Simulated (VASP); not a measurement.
# Ag4CO in VASP: single point with PBEsol

Aim: the single point of Ag4CO with PBEsol.

Everything below comes from runs of VASP 6.6.1. Logs are shortened: lines on timing, memory, paths and dates and some standing lists are left out, and cuts for length are marked.

## 1. The cell of the first run

The cell holds a slab with vacuum, 6 atoms: a = 2.867 Å, b = 2.867 Å, c = 27.172 Å, α = 90.00°, β = 90.00°, γ = 120.00°.

## 2. Single point, PBEsol

INCAR reads:

```
SYSTEM = Ag4CO
ALGO     = Normal         ! electronic algorithm
DIPOL    = 0.5 0.5 0.512
EDIFF    = 1E-6           ! SCF threshold, eV
ENCUT    = 520            ! plane-wave cutoff, eV
GGA      = PS             ! functional
GGA_COMPAT= .FALSE.      
IDIPOL   = 3            
ISIF     = 2              ! what is computed and relaxed
ISMEAR   = 0              ! smearing method
LASPH    = .TRUE.         ! aspherical terms in the spheres
LCHARG   = .FALSE.        ! write CHGCAR
LDIPOL   = .TRUE.       
LREAL    = .FALSE.        ! projectors in reciprocal space
LWAVE    = .FALSE.        ! write WAVECAR
NBANDS   = 52             ! bands
NELM     = 120            ! most SCF steps
NELMDL   = -8           
PREC     = Accurate       ! precision mode
SIGMA    = 0.1            ! smearing width, eV
```

KPOINTS reads:

```
k-points
0
G
  12 12 1
  0 0 0
```

POSCAR reads:

```
Ag4CO
1.0
    2.8669036820      0.0000000000      0.0000000000
   -1.4334518410      2.4828114189      0.0000000000
    0.0000000000      0.0000000000     27.1724511627
Ag C O
4 1 1
Direct
    0.6666666667      0.3333333333      0.3128168286
    0.3333333333      0.6666666667      0.3989635307
    0.0000000000      0.0000000000      0.4848614838
    0.6666666667      0.3333333333      0.5711333392
    0.0000000000      0.0000000000      0.6314460337
    0.0000000000      0.0000000000      0.6740285755
```

Potentials or basis: VASP PAW PBE potentials, release 64 (Ag_sv_GW, C, O).

On the command line:

```console
> cat potpaw_PBE.64/Ag_sv_GW/POTCAR potpaw_PBE.64/C/POTCAR potpaw_PBE.64/O/POTCAR > POTCAR
> mpirun -np 1 vasp_std > vasp.out
```

OUTCAR:

```text
SYSTEM = Ag4CO
   EDIFF = 1E-6
   ENCUT = 520
   GGA = PS
   ISIF = 2
   ISMEAR = 0
   LASPH = .TRUE.
   LREAL = .FALSE.
   NELM = 120
   NELMDL = -8
   PREC = Accurate

 ion  position               nearest neighbor table
   1  0.667  0.333  0.313-
   2  0.333  0.667  0.399-
   3  0.000  0.000  0.485-
   4  0.667  0.333  0.571-   5 2.33   5 2.33   5 2.33
   5  0.000  0.000  0.631-   6 1.16   4 2.33   4 2.33   4 2.33
   6  0.000  0.000  0.674-   5 1.16

  LATTYP: Found a hexagonal cell.
 ALAT       =     2.8669036820
 C/A-ratio  =     9.4779783965

  Lattice vectors:

 A1 = (   2.8669036820,   0.0000000000,   0.0000000000)
 A2 = (  -1.4334518410,   2.4828114189,   0.0000000000)
 A3 = (   0.0000000000,   0.0000000000,  27.1724511627)

Analysis of symmetry for initial positions (statically):
=====================================================================
 Subroutine PRICEL returns:
 Original cell was already a primitive cell.

 Routine SETGRP: Setting up the symmetry group for a
 hexagonal supercell.

 Subroutine GETGRP returns: Found  6 space group operations
 (whereof  6 operations were pure point group operations)
 out of a pool of 24 trial point group operations.

The static configuration has the point symmetry C_3v.

Analysis of symmetry for dynamics (positions and initial velocities):
=====================================================================
 Subroutine PRICEL returns:
 Original cell was already a primitive cell.

 Routine SETGRP: Setting up the symmetry group for a
 hexagonal supercell.

 Subroutine GETGRP returns: Found  6 space group operations
 (whereof  6 operations were pure point group operations)
 out of a pool of 24 trial point group operations.

The dynamic configuration has the point symmetry C_3v.

 Subroutine INISYM returns: Found  6 space group operations
 (whereof  6 operations are pure point group operations),
 and found     1 'primitive' translations

----------------------------------------------------------------------------------------

                                     Primitive cell

  volume of cell :     193.4130

  direct lattice vectors                    reciprocal lattice vectors
     2.866903682  0.000000000  0.000000000     0.348808370  0.201384606  0.000000000
    -1.433451841  2.482811419  0.000000000     0.000000000  0.402769213  0.000000000
     0.000000000  0.000000000 27.172451163     0.000000000  0.000000000  0.036801980

  length of vectors
     2.866903682  2.866903682 27.172451163     0.402769213  0.402769213  0.036801980

  position of ions in fractional coordinates (direct lattice)
     0.666666667  0.333333333  0.312816829
     0.333333333  0.666666667  0.398963531
     0.000000000  0.000000000  0.484861484
     0.666666667  0.333333333  0.571133339
     0.000000000  0.000000000  0.631446034
     0.000000000  0.000000000  0.674028576

  ion indices of the primitive-cell ions
   primitive index   ion index
                 1           1
                 2           2
                 3           3
                 4           4
                 5           5
                 6           6

----------------------------------------------------------------------------------------

 KPOINTS: k-points

Automatic generation of k-mesh.
 Grid dimensions read from file:
 generate k-points for:   12   12    1

 Generating k-lattice:

  Cartesian coordinates                     Fractional coordinates (reciprocal lattice)
     0.029067364  0.016782051  0.000000000     0.083333333 -0.000000000  0.000000000
     0.000000000  0.033564101  0.000000000     0.000000000  0.083333333  0.000000000
     0.000000000  0.000000000  0.036801980     0.000000000  0.000000000  1.000000000

  Length of vectors
     0.033564101  0.033564101  0.036801980

  Shift w.r.t. Gamma in fractional coordinates (k-lattice)
     0.000000000  0.000000000  0.000000000

 Subroutine IBZKPT returns following result:
 ===========================================

 Found     19 irreducible k-points:

 Following reciprocal coordinates:
            Coordinates               Weight
  0.000000  0.000000  0.000000      1.000000
  0.083333  0.000000  0.000000      6.000000
  0.166667  0.000000  0.000000      6.000000
  0.250000  0.000000  0.000000      6.000000
  0.333333  0.000000  0.000000      6.000000
  0.416667  0.000000  0.000000      6.000000
[... 11 lines left out ...]
  0.333333  0.250000  0.000000     12.000000
  0.333333  0.333333  0.000000      2.000000
   k-points           NKPTS =     19   k-points in BZ     NKDIM =     19   number of bands    NBANDS=     52
   number of dos      NEDOS =    301   number of ions     NIONS =      6
   total plane-waves  NPLWV = 120960
   dimension x,y,z NGX =    24 NGY =   24 NGZ =  210
   dimension x,y,z NGXF=    48 NGYF=   48 NGZF=  420
   ions per type =               4   1   1
   NGX,Y,Z   is equivalent  to a cutoff of  13.92, 13.92, 12.85 a.u.
   NGXF,Y,Z  is equivalent  to a cutoff of  27.83, 27.83, 25.70 a.u.
 SYSTEM =  Ag4CO
   PREC   = accura    normal or accurate (medium, high low for compatibility)
   ISTART =      0    job   : 0-new  1-cont  2-samecut
   ICHARG =      2    charge: 1-file 2-atom 10-const
   ISPIN  =      1    spin polarized calculation?
   LNONCOLLINEAR =      F non collinear calculations
   LSORBIT =      F    spin-orbit coupling
   LASPH  =      T    aspherical Exc in radial PAW
   ENCUT  =  520.0 eV  38.22 Ry    6.18 a.u.   5.33  5.33 50.52*2*pi/ulx,y,z
   NELM   =    120;   NELMIN=  2; NELMDL= -8     # of ELM steps
   EDIFF  = 0.1E-05   stopping-criterion for ELM
   LREAL  =      F    real-space projection
   EDIFFG = 0.1E-04   stopping-criterion for IOM
   NSW    =      0    number of steps for IOM
   IBRION =     -1    ionic relax: 0-MD 1-quasi-New 2-CG
   NFREE  =      0    steps in history (QN), initial steepest desc. (CG)
   ISIF   =      2    stress and relaxation
   ISYM   =      2    0-nonsym 1-usesym 2-fastsym
   POTIM  = 0.5000    time-step for ionic-motion
   TEBEG  =    0.0;   TEEND  =   0.0 temperature during run
   PSTRESS=    0.0 pullay stress
   NELECT =      86.0000    total number of electrons
   NUPDOWN=      -1.0000    fix difference up-down
   EMIN   =  10.00;   EMAX   =-10.00  energy-range for DOS
   EFERMI =   0.00;   METHOD = LEGACY
   ISMEAR =     0;   SIGMA  =   0.10  broadening in eV -4-tet -1-fermi 0-gaus
   EFERMI_NEDOS =   21; number of points for ismear=-14 and -15
   IALGO  =     38    algorithm
   IMIX   =      4    mixing-type and parameters
     AMIX     =   0.40;   BMIX     =  1.00
     AMIX_MAG =   1.60;   BMIX_MAG =  1.00
  volume/ion in A,a.u.               =      32.24       217.54
  Fermi-wavevector in a.u.,A,eV,Ry     =   1.249527  2.361264 21.243029  1.561319
  Thomas-Fermi vector in A             =   2.383564
   LORBIT       =      0    0 simple, 1 ext, 2 COOP (PROOUT), +10 PAW based schemes
   GGA     = PS    functional components
   LHFCALC =     F    Hartree Fock is set to
   AEXX    =    0.0000 exact exchange contribution
   IVDW    =     0    specifies the selected vdW correction
   LEPSILON=     F    determine dielectric tensor
   LRPA    =     F    only Hartree local field effects (RPA)
 non-spin polarized calculation
 Gauss-broadening in eV      SIGMA  =   0.10
  energy-cutoff  :      520.00
  volume of cell :      193.41
 maximum number of plane-waves:      5273
 NGX is ok and might be reduce to    24
   NGX = 11   NGY = 11   NGZ =101

 dipolmoment           0.000000      0.000000     -0.014783 electrons x Angstroem

 number of electron      85.9999983 magnetization

 dipolmoment           0.000000      0.000000      0.051146 electrons x Angstroem

 Free energy of the ion-electron system (eV)
  ---------------------------------------------------
  ext. energy  EPLUGINS =         0.00000000
  ---------------------------------------------------
  free energy    TOTEN  =       -19.19283618 eV

  energy without entropy =      -19.17063637  energy(sigma->0) =      -19.18173627

 E-fermi :  -0.0089     XC(G=0):  -5.9535

 val. band max:       -0.0237729120   @ k =   0.0833   0.0000   0.0000
 cond. band min:       0.0072372123   @ k =   0.3333   0.2500   0.0000
 fundamental gap:      0.0310101243
 Fermi energy:        -0.0088660848

 k-point     1 :       0.0000    0.0000    0.0000
  band No.  band energies     occupation
      1     -92.8061      2.00000
      2     -91.9673      2.00000
      3     -91.9129      2.00000
      4     -91.7104      2.00000
      5     -56.3225      2.00000
      6     -56.2239      2.00000
[... 44 lines left out ...]
     51       5.7311      0.00000
     52       6.8899      0.00000

 k-point     2 :       0.0833    0.0000    0.0000
  band No.  band energies     occupation
      1     -92.8052      2.00000
      2     -91.9664      2.00000
      3     -91.9121      2.00000
      4     -91.7095      2.00000
      5     -56.3212      2.00000
      6     -56.2332      2.00000
[... 44 lines left out ...]
     51       5.8975      0.00000
     52       7.0502      0.00000

 k-point     3 :       0.1667    0.0000    0.0000
  band No.  band energies     occupation
      1     -92.8028      2.00000
      2     -91.9640      2.00000
      3     -91.9098      2.00000
      4     -91.7071      2.00000
      5     -56.3179      2.00000
      6     -56.2590      2.00000
[... 44 lines left out ...]
     51       6.3983      0.00000
     52       7.5178      0.00000
[... 771 lines left out ...]
 k-point    18 :       0.3333    0.2500    0.0000
  band No.  band energies     occupation
      1     -92.7918      2.00000
      2     -91.9527      2.00000
      3     -91.8991      2.00000
      4     -91.6962      2.00000
      5     -56.3388      2.00000
      6     -56.3020      2.00000
[... 44 lines left out ...]
     51       7.0556      0.00000
     52       7.3715      0.00000

 k-point    19 :       0.3333    0.3333    0.0000
  band No.  band energies     occupation
      1     -92.7913      2.00000
      2     -91.9523      2.00000
      3     -91.8987      2.00000
      4     -91.6958      2.00000
      5     -56.3230      2.00000
      6     -56.3209      2.00000
[... 44 lines left out ...]
     51       6.6529      0.00000
     52       6.6622      0.00000

------------------------ aborting loop because EDIFF is reached ----------------------------------------

 vacuum level on the upper side and lower side of the slab       (xc-potential included)         0.344        -0.914

  FORCE on cell =-STRESS in cart. coord.  units (eV):
  Direction    XX          YY          ZZ          XY          YZ          ZX
  --------------------------------------------------------------------------------------
  -------------------------------------------------------------------------------------
  Total        0.2140753      0.2140753     -0.4105841      0.0000000      0.0000000      0.0000000
  in kB        1.7733376      1.7733376     -3.4011602      0.0000000      0.0000000      0.0000000
  external PRESSURE =       0.0485050 kB  Pullay stress =       0.0000000 kB

 VOLUME and BASIS-vectors are now :
 -----------------------------------------------------------------------------
  energy-cutoff  :      520.00
  volume of cell :      193.41
      direct lattice vectors                 reciprocal lattice vectors
     2.866903682  0.000000000  0.000000000     0.348808370  0.201384606  0.000000000
    -1.433451841  2.482811419  0.000000000     0.000000000  0.402769213  0.000000000
     0.000000000  0.000000000 27.172451163     0.000000000  0.000000000  0.036801980

 POSITION                                       TOTAL-FORCE (eV/Angst)
 -----------------------------------------------------------------------------------
      1.43345      0.82760      8.50000        -0.000000     -0.000000      0.049449
     -0.00000      1.65521     10.84082        -0.000000     -0.000000     -0.050617
      0.00000      0.00000     13.17487         0.000000     -0.000000      0.001818
      1.43345      0.82760     15.51909        -0.000000      0.000000     -0.002971
      0.00000      0.00000     17.15794         0.000000     -0.000000     -0.879217
      0.00000      0.00000     18.31501         0.000000     -0.000000      0.881538
 -----------------------------------------------------------------------------------
    total drift:                               -0.000000      0.000001      0.003953

  FREE ENERGIE OF THE ION-ELECTRON SYSTEM (eV)
  ---------------------------------------------------
  free  energy   TOTEN  =       -19.1928361767 eV

  energy  without entropy=      -19.1706363694  energy(sigma->0) =      -19.18173627

 vacuum level on the upper side and lower side of the slab         5.682         4.388
```

It took 8.2 min on 1 thread of Intel Xeon Platinum 8488C (Sapphire Rapids), shared host; peak memory 0.44 GiB.

What came out:

* Free energy: -19.1928 eV
* Largest force: 0.882 eV/Å
* Band gap on the k mesh: zero (bands 43 and 44 overlap by 4.32 eV)

Forces in eV/Å, atoms in the order of the input:
```
Ag   0.000  0.000  0.049
Ag   0.000  0.000 -0.051
Ag   0.000  0.000  0.002
Ag   0.000  0.000 -0.003
C    0.000  0.000 -0.879
O    0.000  0.000  0.882
```

Levels at points of the mesh, in eV from the Fermi level:
```tsv
k point	band 41	band 42	band 43	band 44	band 45	band 46
(0.00, 0.00, 0.00)	-3.45	-3.04	-3.03	-3.03	-0.39	4.05
(0.50, 0.00, 0.00)	-2.65	-0.73	0.14	0.97	1.49	2.93
```

Caveat: the PAW data sets were made with another functional, which shifts forces and pressure a little.

The gap in the log of VASP goes by the Fermi energy; the results here count the filled bands.